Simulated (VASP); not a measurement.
A run of VASP 6.6.1 is set up as follows.

File POSCAR:

```
Al
1.0
    0.0000000000      2.0200000000      2.0200000000
    2.0200000000      0.0000000000      2.0200000000
    2.0200000000      2.0200000000      0.0000000000
Al
1
Direct
    0.0000000000      0.0000000000      0.0000000000
```

File INCAR.step1:

```
ALGO = Normal
EDIFF = 1E-5
ENCUT = 520
GGA = PE
ISIF = 2
ISMEAR = -1
LASPH = T
LREAL = F
LWAVE = T
NBANDS = 8
NELM = 100
PREC = Accurate
SIGMA = 0.02
```

File INCAR.step2:

```
ALGO = Normal
EDIFF = 1E-6
ENCUT = 520
GGA = PE
HFSCREEN = 0.2079
ISIF = 2
ISMEAR = -1
ISTART = 1
LASPH = T
LCHARG = T
LELF = T
LHFCALC = T
LREAL = F
LVHAR = T
LWAVE = F
NBANDS = 8
NELM = 100
PREC = Accurate
PRECFOCK = Normal
SIGMA = 0.02
```

Contents of KPOINTS:

```
k-points
0
Gamma
  8 8 8
```

Potentials or basis: VASP PAW PBE potentials, release 64 (Al).

The run is started by

```sh
$ cat potpaw_PBE.64/Al/POTCAR > POTCAR
$ cp INCAR.step1 INCAR
$ mpirun -np 1 vasp_std > vasp.out
$ cp INCAR.step2 INCAR
$ mpirun -np 1 vasp_std > vasp.out
```

Task: What does it give for the pressure?

Result: -0.7 GPa.

Caveat: the PAW data sets were made with another functional, which shifts forces and pressure a little.
